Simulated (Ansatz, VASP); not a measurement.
Si2W in VASP and in Ansatz

```
CELL_PARAMETERS angstrom
-1.63958 1.63958 3.66779
1.63958 -1.63958 3.66779
1.63958 1.63958 -3.66779
ATOMIC_POSITIONS crystal
Si 0.33766 0.33766 0.00000
Si 0.66234 0.66234 0.00000
W 0.00000 0.00000 0.00000
```

Alike in both runs: task single point; functional PBE; k mesh 18 × 18 × 18; occupations gaussian, width 0.1 eV; no spin polarisation.

|  | VASP | Ansatz |
| --- | --- | --- |
| version | VASP 6.6.1 | Ansatz 0.2.0 |
| potentials or method | VASP PAW PBE potentials, release 64 (Si, W_sv), cutoff 520 eV | scalar-relativistic, plane waves, PAW |
| valence electrons in the cell | 22 | 22 |

```csv
,VASP,Ansatz,Ansatz less VASP
gap on the k mesh at the Fermi level (eV),none,none,-
pressure (GPa),14.1,14.0,-0.10
"traceless stress, the component that is largest in VASP (GPa)",29.94,30.01,+0.065
rms of the force components (eV/Å),0.335,0.337,+0.0028
```

Atom by atom the forces differ by 0.003 eV/Å (rms over components). A gap of «none» marks a metal or a gap that the smearing closes.

Neither program's run includes spin-orbit coupling.
